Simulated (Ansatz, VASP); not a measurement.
## TiAu: VASP beside Ansatz

```
CELL_PARAMETERS angstrom
3.19160 0.00000 0.00000
0.00000 3.19160 0.00000
0.00000 0.00000 3.19160
ATOMIC_POSITIONS crystal
Ti 0.50000 0.50000 0.50000
Au 0.00000 0.00000 0.00000
```

Alike in both runs: functional LDA; k mesh 14 × 14 × 14; occupations fermi-dirac, width 0.15 eV; no spin polarisation.

Ansatz relaxed the structure, and its values are those at the end. VASP's run is a single point on that final structure, the one shown.

|  | VASP | Ansatz |
| --- | --- | --- |
| version | VASP 6.6.1 | Ansatz 0.2.0 |
| potentials or method | VASP PAW LDA potentials, release 64 (Ti_sv, Au), cutoff 520 eV | scalar-relativistic, plane waves, PAW |
| valence electrons in the cell | 23 | 31 |

```tsv
	VASP	Ansatz	Ansatz less VASP
gap on the k mesh at the Fermi level (eV)	none	none	-
pressure (GPa)	0.3	0.0	-0.34
```

LDA's correlation is that of Perdew and Zunger in VASP and of Perdew and Wang (1992) in Ansatz. A gap of «none» marks a metal or a gap that the smearing closes. VASP's potentials hold 23 valence electrons a cell and Ansatz's 31, so a difference there can come from the potentials and not from the codes.

Spin-orbit coupling is off throughout.
